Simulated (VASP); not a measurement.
# GaN (Fm-3m) in VASP: further runs

Runs on GaN. Level: PBE. Tasks: electric field gradients.

All numbers are computed with VASP 6.6.1; they aren't measurements. Logs are shortened: lines on timing, memory, paths and dates and some standing lists are left out, and cuts for length are marked.

## Step 1: The cell of the first run

It takes space group Fm-3m (No. 225, cubic). The conventional cell has a = 3.904 Å, b = 3.904 Å, c = 3.904 Å, α = 90.00°, β = 90.00°, γ = 90.00°. Within 2.6 Å of Ga (site symmetry m-3m) lie 6 N at 1.95 Å. N (site symmetry m-3m) has 6 Ga at 1.95 Å within 2.6 Å.

## Step 2: Electric field gradients, PBE (volume scaled by 0.94)

Contents of INCAR:

```
SYSTEM = GaN
  PREC = Accurate
  ENCUT = 520
  EDIFF = 1E-8
  ISMEAR = -1
  SIGMA = 0.02
  LREAL = .False.
  LASPH = .True.
  NELM = 120
  ALGO = Normal
  ISIF = 2
  LWAVE = .False.
  LCHARG = .False.
  GGA = PE
  LEFG = .True.
  NBANDS = 16
  GGA_COMPAT = .False.
```

Contents of KPOINTS:

```
regular mesh
0
Gamma
  13 13 13
  0 0 0
```

Contents of POSCAR:

```
GaN
1.0
    0.0000000000      1.9518253216      1.9518253216
    1.9518253216      0.0000000000      1.9518253216
    1.9518253216      1.9518253216      0.0000000000
Ga N
1 1
Direct
    0.5000000000      0.5000000000      0.5000000000
    0.0000000000      0.0000000000      0.0000000000
```

Potentials or basis: VASP PAW PBE potentials, release 64 (Ga_d, N).

On the command line:

```console
$ cat potpaw_PBE.64/Ga_d/POTCAR potpaw_PBE.64/N/POTCAR > POTCAR
$ mpirun -np 1 vasp_std > vasp.out
```

OUTCAR:

```text
SYSTEM = GaN
   PREC = Accurate
   ENCUT = 520
   EDIFF = 1E-8
   ISMEAR = -1
   LREAL = .False.
   LASPH = .True.
   NELM = 120
   ISIF = 2
   GGA = PE

 ion  position               nearest neighbor table
   1  0.500  0.500  0.500-   2 1.95   2 1.95   2 1.95   2 1.95   2 1.95   2 1.95
   2  0.000  0.000  0.000-   1 1.95   1 1.95   1 1.95   1 1.95   1 1.95   1 1.95

  LATTYP: Found a face centered cubic cell.
 ALAT       =     3.9036506432

  Lattice vectors:

 A1 = (   0.0000000000,   1.9518253216,   1.9518253216)
 A2 = (   1.9518253216,   0.0000000000,   1.9518253216)
 A3 = (   1.9518253216,   1.9518253216,   0.0000000000)

Analysis of symmetry for initial positions (statically):
=====================================================================
 Subroutine PRICEL returns:
 Original cell was already a primitive cell.

 Routine SETGRP: Setting up the symmetry group for a
 face centered cubic supercell.

 Subroutine GETGRP returns: Found 48 space group operations
 (whereof 48 operations were pure point group operations)
 out of a pool of 48 trial point group operations.

The static configuration has the point symmetry O_h .

Analysis of symmetry for dynamics (positions and initial velocities):
=====================================================================
 Subroutine PRICEL returns:
 Original cell was already a primitive cell.

 Routine SETGRP: Setting up the symmetry group for a
 face centered cubic supercell.

 Subroutine GETGRP returns: Found 48 space group operations
 (whereof 48 operations were pure point group operations)
 out of a pool of 48 trial point group operations.

The dynamic configuration has the point symmetry O_h .

 Subroutine INISYM returns: Found 48 space group operations
 (whereof 48 operations are pure point group operations),
 and found     1 'primitive' translations

----------------------------------------------------------------------------------------

                                     Primitive cell

  volume of cell :      14.8714

  direct lattice vectors                    reciprocal lattice vectors
[... 121 lines left out ...]
 maximum number of plane-waves:       411
 NGX is ok and might be reduce to    24
   NGX = 11   NGY = 11   NGZ = 11

 number of electron      18.0000001 magnetization

 Free energy of the ion-electron system (eV)
  ---------------------------------------------------
  ext. energy  EPLUGINS =         0.00000000
  ---------------------------------------------------
  free energy    TOTEN  =       -10.02227322 eV

  energy without entropy =      -10.02227322  energy(sigma->0) =      -10.02227322

 E-fermi :  11.8281     XC(G=0): -14.5031

 val. band max:       11.2619675763   @ k =  -0.2308   0.1538   0.0000
 cond. band min:      13.6386156492   @ k =   0.4615   0.4615   0.0000
 fundamental gap:      2.3766480729
 Fermi energy:        11.8280820838

 k-point     1 :       0.0000    0.0000    0.0000
  band No.  band energies     occupation
      1      -8.7622      2.00000
      2      -2.7890      2.00000
      3      -2.7890      2.00000
      4      -2.7890      2.00000
      5      -2.6135      2.00000
      6      -2.6135      2.00000
[... 433 lines left out ...]
      3      -2.9711      2.00000
      4      -2.8669      2.00000
      5      -2.3443      2.00000
      6      -2.0961      2.00000
[... 8 lines left out ...]
     15      35.0096      0.00000
     16      38.5582      0.00000

 [... further k-points ...]

------------------------ aborting loop because EDIFF is reached ----------------------------------------

  FORCE on cell =-STRESS in cart. coord.  units (eV):
  Direction    XX          YY          ZZ          XY          YZ          ZX
  --------------------------------------------------------------------------------------
  -------------------------------------------------------------------------------------
  Total        9.6923790      9.6923790      9.6923790      0.0000000      0.0000000     -0.0000000
  in kB     1044.2106798   1044.2106798   1044.2106798      0.0000000      0.0000000     -0.0000000
  external PRESSURE =    1044.2106798 kB  Pullay stress =       0.0000000 kB

 VOLUME and BASIS-vectors are now :
 -----------------------------------------------------------------------------
  energy-cutoff  :      520.00
  volume of cell :       14.87
      direct lattice vectors                 reciprocal lattice vectors
     0.000000000  1.951825322  1.951825322    -0.256170465  0.256170465  0.256170465
     1.951825322  0.000000000  1.951825322     0.256170465 -0.256170465  0.256170465
     1.951825322  1.951825322  0.000000000     0.256170465  0.256170465 -0.256170465

 POSITION                                       TOTAL-FORCE (eV/Angst)
 -----------------------------------------------------------------------------------
      1.95183      1.95183      1.95183         0.000000      0.000000      0.000000
      0.00000      0.00000      0.00000        -0.000000     -0.000000     -0.000000
 -----------------------------------------------------------------------------------
    total drift:                                0.000000     -0.000000      0.000000

  FREE ENERGIE OF THE ION-ELECTRON SYSTEM (eV)
  ---------------------------------------------------
  free  energy   TOTEN  =       -10.0222732226 eV

  energy  without entropy=      -10.0222732226  energy(sigma->0) =      -10.02227322

 Electric field gradients (V/A^2)
---------------------------------------------------------------------
 ion       V_xx      V_yy      V_zz      V_xy      V_xz      V_yz
---------------------------------------------------------------------
   1      -0.000     0.000     0.000    -0.001    -0.001    -0.001
   2      -0.000    -0.000    -0.000     0.000     0.000     0.000
---------------------------------------------------------------------

 Electric field gradients after diagonalization (V/A^2)
 (convention: |V_zz| > |V_xx| > |V_yy|)
----------------------------------------------------------------------
 ion       V_xx      V_yy      V_zz     asymmetry (V_yy - V_xx)/ V_zz
----------------------------------------------------------------------
   1       0.001     0.001    -0.002       0.000
   2      -0.000    -0.000     0.001       0.000
----------------------------------------------------------------------

           NMR quadrupolar parameters

 Cq : quadrupolar parameter    Cq=e*Q*V_zz/h
 eta: asymmetry parameters     (V_yy - V_xx)/ V_zz
 Q  : nuclear electric quadrupole moment in mb (millibarn)
----------------------------------------------------------------------
 ion       Cq(MHz)       eta       Q (mb)
----------------------------------------------------------------------
   1      -0.000       0.000       1.000
   2       0.000       0.000       1.000
----------------------------------------------------------------------
```

Run time: 65 s. Hardware: 1 thread of AMD EPYC 7R13, shared host; peak memory 0.12 GiB.

Results:

- Free energy: -10.0223 eV
- Pressure: 104.4 GPa
- Band gap on the k mesh: 2.38 eV, indirect (least direct gap 5.92 eV)

Levels at points of the mesh, in eV from the valence-band top:
```
           k point  band 5  band 6  band 7  band 8  band 9  band 10  band 11  band 12  band 13  band 14
(0.00, 0.00, 0.00)  -13.88  -13.88   -0.87   -0.87   -0.87     5.32    16.21    16.21    16.21    16.84
```

Caveat: without QUAD_EFG the Cq values of the log hold for a quadrupole moment of 1 mb, not for the nuclei.

## Step 3: Electric field gradients, PBE (volume scaled by 0.94)

Contents of INCAR:

```
ALGO = Normal
EDIFF = 1E-8
ENCUT = 520
GGA = PE
GGA_COMPAT = False
ISIF = 2
ISMEAR = -1
LASPH = True
LCHARG = False
LEFG = True
LREAL = False
LWAVE = False
NBANDS = 16
NELM = 120
PREC = Accurate
SIGMA = 0.02
```

Contents of KPOINTS:

```
k-points
0
Gamma
  13 13 13
```

POSCAR is that of step 2.

Potentials or basis: VASP PAW PBE potentials, release 64 (Ga_d, N).

On the command line:

```console
$ cat potpaw_PBE.64/Ga_d/POTCAR potpaw_PBE.64/N/POTCAR > POTCAR
$ mpirun -np 1 vasp_std > vasp.out
```

OUTCAR:

```text
EDIFF = 1E-8
   ENCUT = 520
   GGA = PE
   ISIF = 2
   ISMEAR = -1
   LASPH = True
   LREAL = False
   NELM = 120
   PREC = Accurate

 ion  position               nearest neighbor table
   1  0.500  0.500  0.500-   2 1.95   2 1.95   2 1.95   2 1.95   2 1.95   2 1.95
   2  0.000  0.000  0.000-   1 1.95   1 1.95   1 1.95   1 1.95   1 1.95   1 1.95

  LATTYP: Found a face centered cubic cell.
 ALAT       =     3.9036506432

  Lattice vectors:

 A1 = (   0.0000000000,   1.9518253216,   1.9518253216)
 A2 = (   1.9518253216,   0.0000000000,   1.9518253216)
 A3 = (   1.9518253216,   1.9518253216,   0.0000000000)

Analysis of symmetry for initial positions (statically):
[... 666 lines left out ...]
  free  energy   TOTEN  =       -10.0222732226 eV

  energy  without entropy=      -10.0222732226  energy(sigma->0) =      -10.02227322

 Electric field gradients (V/A^2)
---------------------------------------------------------------------
 ion       V_xx      V_yy      V_zz      V_xy      V_xz      V_yz
---------------------------------------------------------------------
   1      -0.000     0.000     0.000    -0.001    -0.001    -0.001
   2      -0.000    -0.000    -0.000     0.000     0.000     0.000
---------------------------------------------------------------------

 Electric field gradients after diagonalization (V/A^2)
 (convention: |V_zz| > |V_xx| > |V_yy|)
----------------------------------------------------------------------
 ion       V_xx      V_yy      V_zz     asymmetry (V_yy - V_xx)/ V_zz
----------------------------------------------------------------------
   1       0.001     0.001    -0.002       0.000
   2      -0.000    -0.000     0.001       0.000
----------------------------------------------------------------------

           NMR quadrupolar parameters

 Cq : quadrupolar parameter    Cq=e*Q*V_zz/h
 eta: asymmetry parameters     (V_yy - V_xx)/ V_zz
 Q  : nuclear electric quadrupole moment in mb (millibarn)
----------------------------------------------------------------------
 ion       Cq(MHz)       eta       Q (mb)
----------------------------------------------------------------------
   1      -0.000       0.000       1.000
   2       0.000       0.000       1.000
----------------------------------------------------------------------
```

stdout:

```text
POSCAR found type information on POSCAR GaN
 POSCAR found :  2 types and       2 ions
 scaLAPACK will be used
 LDA part: xc-table for (Slater+PW92), standard interpolation
 POSCAR, INCAR and KPOINTS ok, starting setup
 FFT: planning ... GRIDC
 FFT: planning ... GRID_SOFT
 FFT: planning ... GRID
 WAVECAR not read
 entering main loop
ion   1

ion   2
```

Wall time 64 s (1 thread of AMD EPYC 7R13, shared host); peak memory 0.12 GiB.

Results:

```
Free energy            : -10.0223 eV
Pressure               : 104.4 GPa
Band gap on the k mesh : 2.38 eV, indirect (least direct gap 5.92 eV)
```

Levels at points of the mesh, in eV from the valence-band top:
| k point | band 7 | band 8 | band 9 | band 10 | band 11 | band 12 |
| --- | --- | --- | --- | --- | --- | --- |
| (0.00, 0.00, 0.00) | -0.87 | -0.87 | -0.87 | 5.32 | 16.21 | 16.21 |

Caveat: without QUAD_EFG the Cq values of the log hold for a quadrupole moment of 1 mb, not for the nuclei.

## Step 4: Electric field gradients, PBE (volume scaled by 0.98)

Contents of INCAR:

```
SYSTEM = GaN
  PREC = Accurate
  ENCUT = 520
  EDIFF = 1E-8
  ISMEAR = -1
  SIGMA = 0.02
  LREAL = .FALSE.
  LASPH = .TRUE.
  NELM = 120
  ALGO = Normal
  ISIF = 2
  LWAVE = .FALSE.
  LCHARG = .FALSE.
  GGA = PE
  LEFG = .TRUE.
  NBANDS = 16
  GGA_COMPAT = .FALSE.
```

Contents of KPOINTS:

```
Automatic mesh
0
G
  13 13 13
  0 0 0
```

Contents of POSCAR:

```
GaN
1.0
    0.0000000000      1.9791271138      1.9791271138
    1.9791271138      0.0000000000      1.9791271138
    1.9791271138      1.9791271138      0.0000000000
Ga N
1 1
Direct
    0.5000000000      0.5000000000      0.5000000000
    0.0000000000      0.0000000000      0.0000000000
```

Potentials or basis: VASP PAW PBE potentials, release 64 (Ga_d, N).

On the command line:

```console
$ cat potpaw_PBE.64/Ga_d/POTCAR potpaw_PBE.64/N/POTCAR > POTCAR
$ mpirun -np 1 vasp_std > vasp.out
```

OUTCAR:

```text
SYSTEM = GaN
   PREC = Accurate
   ENCUT = 520
   EDIFF = 1E-8
   ISMEAR = -1
   LREAL = .FALSE.
   LASPH = .TRUE.
   NELM = 120
   ISIF = 2
   GGA = PE

 ion  position               nearest neighbor table
   1  0.500  0.500  0.500-   2 1.98   2 1.98   2 1.98   2 1.98   2 1.98   2 1.98
   2  0.000  0.000  0.000-   1 1.98   1 1.98   1 1.98   1 1.98   1 1.98   1 1.98

  LATTYP: Found a face centered cubic cell.
 ALAT       =     3.9582542276

  Lattice vectors:

 A1 = (   0.0000000000,   1.9791271138,   1.9791271138)
 A2 = (   1.9791271138,   0.0000000000,   1.9791271138)
 A3 = (   1.9791271138,   1.9791271138,   0.0000000000)

Analysis of symmetry for initial positions (statically):
=====================================================================
 Subroutine PRICEL returns:
 Original cell was already a primitive cell.

 Routine SETGRP: Setting up the symmetry group for a
 face centered cubic supercell.

[... 645 lines left out ...]
      direct lattice vectors                 reciprocal lattice vectors
     0.000000000  1.979127114  1.979127114    -0.252636628  0.252636628  0.252636628
     1.979127114  0.000000000  1.979127114     0.252636628 -0.252636628  0.252636628
     1.979127114  1.979127114  0.000000000     0.252636628  0.252636628 -0.252636628

 POSITION                                       TOTAL-FORCE (eV/Angst)
 -----------------------------------------------------------------------------------
      1.97913      1.97913      1.97913         0.000000      0.000000      0.000000
      0.00000      0.00000      0.00000         0.000000      0.000000     -0.000000
 -----------------------------------------------------------------------------------
    total drift:                                0.000000     -0.000000      0.000000

  FREE ENERGIE OF THE ION-ELECTRON SYSTEM (eV)
  ---------------------------------------------------
  free  energy   TOTEN  =       -10.3868444223 eV

  energy  without entropy=      -10.3868444223  energy(sigma->0) =      -10.38684442

 Electric field gradients (V/A^2)
---------------------------------------------------------------------
 ion       V_xx      V_yy      V_zz      V_xy      V_xz      V_yz
---------------------------------------------------------------------
   1       0.000    -0.000     0.000    -0.002    -0.002    -0.002
   2      -0.000    -0.000    -0.000     0.000     0.000     0.000
---------------------------------------------------------------------

 Electric field gradients after diagonalization (V/A^2)
 (convention: |V_zz| > |V_xx| > |V_yy|)
----------------------------------------------------------------------
 ion       V_xx      V_yy      V_zz     asymmetry (V_yy - V_xx)/ V_zz
----------------------------------------------------------------------
   1       0.002     0.002    -0.004       0.000
   2      -0.000    -0.000     0.000       0.000
----------------------------------------------------------------------

           NMR quadrupolar parameters

 Cq : quadrupolar parameter    Cq=e*Q*V_zz/h
 eta: asymmetry parameters     (V_yy - V_xx)/ V_zz
 Q  : nuclear electric quadrupole moment in mb (millibarn)
----------------------------------------------------------------------
 ion       Cq(MHz)       eta       Q (mb)
----------------------------------------------------------------------
   1      -0.000       0.000       1.000
   2       0.000       0.000       1.000
----------------------------------------------------------------------
```

OSZICAR:

```text
N       E                     dE             d eps       ncg     rms          rms(c)
DAV:   1     0.719710507322E+02    0.71971E+02   -0.88265E+03  3048   0.226E+03
DAV:   2    -0.876022484349E+01   -0.80731E+02   -0.76044E+02  3208   0.326E+02
DAV:   3    -0.124737823625E+02   -0.37136E+01   -0.37046E+01  3040   0.600E+01
DAV:   4    -0.125020193015E+02   -0.28237E-01   -0.28234E-01  3352   0.537E+00
DAV:   5    -0.125022883487E+02   -0.26905E-03   -0.26905E-03  3128   0.497E-01    0.808E+00
DAV:   6    -0.104247896802E+02    0.20775E+01   -0.39919E+00  3928   0.479E+01    0.257E+00
DAV:   7    -0.104022471608E+02    0.22543E-01   -0.36353E-01  3144   0.574E+00    0.169E+00
DAV:   8    -0.103888151420E+02    0.13432E-01   -0.26019E-02  3688   0.336E+00    0.344E-01
DAV:   9    -0.103868815795E+02    0.19336E-02   -0.69862E-03  3576   0.294E+00    0.852E-02
DAV:  10    -0.103868431232E+02    0.38456E-04   -0.35663E-04  3008   0.230E-01    0.425E-02
DAV:  11    -0.103868464112E+02   -0.32880E-05   -0.11247E-04  3296   0.186E-01    0.295E-02
DAV:  12    -0.103868444929E+02    0.19183E-05   -0.99729E-06  3048   0.397E-02    0.113E-02
DAV:  13    -0.103868444015E+02    0.91402E-07   -0.39417E-07  3488   0.683E-03    0.508E-03
DAV:  14    -0.103868444138E+02   -0.12311E-07   -0.47975E-08  3264   0.355E-03    0.135E-03
DAV:  15    -0.103868444223E+02   -0.85565E-08   -0.14921E-08  2112   0.124E-03
   1 F= -.10386844E+02 E0= -.10386844E+02  d E =-.217345E-13
```

stdout:

```text
POSCAR found type information on POSCAR GaN
 POSCAR found :  2 types and       2 ions
 scaLAPACK will be used
 LDA part: xc-table for (Slater+PW92), standard interpolation
 POSCAR, INCAR and KPOINTS ok, starting setup
 FFT: planning ... GRIDC
 FFT: planning ... GRID_SOFT
 FFT: planning ... GRID
 WAVECAR not read
 entering main loop
ion   1

ion   2
```

Run time: 69 s. Hardware: 1 thread of AMD EPYC 7R13, shared host; peak memory 0.12 GiB.

Results:

- Free energy: -10.3868 eV
- Pressure: 80.6 GPa
- Band gap on the k mesh: 2.06 eV, indirect (least direct gap 5.52 eV)

Caveat: without QUAD_EFG the Cq values of the log hold for a quadrupole moment of 1 mb, not for the nuclei. A k mesh can miss the band edges.

(Part 1 of 2 ends here.)
